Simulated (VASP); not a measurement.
Here is a VASP 6.6.1 calculation.

INCAR

```
SYSTEM = Sb
ALGO = Normal
EDIFF = 1E-6
ENCUT = 520
GGA = RP
ISIF = 2
ISMEAR = -1
LASPH = .True.
LCHARG = .False.
LREAL = .False.
LWAVE = .False.
NBANDS = 12
NELM = 60
PREC = Accurate
SIGMA = 0.1
```

The input KPOINTS:

```
k-points
0
Gamma
  9 9 9
  0 0 0
```

File POSCAR:

```
Sb
1.0
    0.0000000000      3.3915306365      3.3915306365
    3.3915306365      0.0000000000      3.3915306365
    3.3915306365      3.3915306365      0.0000000000
Sb
2
Direct
    0.1250000000      0.1250000000      0.1250000000
    0.8750000000      0.8750000000      0.8750000000
```

Potentials or basis: VASP PAW PBE potentials, release 64 (Sb).

Launch:

```console
$ cat potpaw_PBE.64/Sb/POTCAR > POTCAR
$ mpirun -np 1 vasp_std > vasp.out
```

(1) Estimate the band gap on the k mesh.

(2) Predict the pressure.

Results:

(1) zero (band 5 reaches 5.40 eV, above the bottom of band 6 at 4.43 eV).

(2) 4.6 GPa.

Caveat: the PAW data sets were made with another functional, which shifts forces and pressure a little; spin-orbit coupling is left out, which moves the levels of the heavy elements.
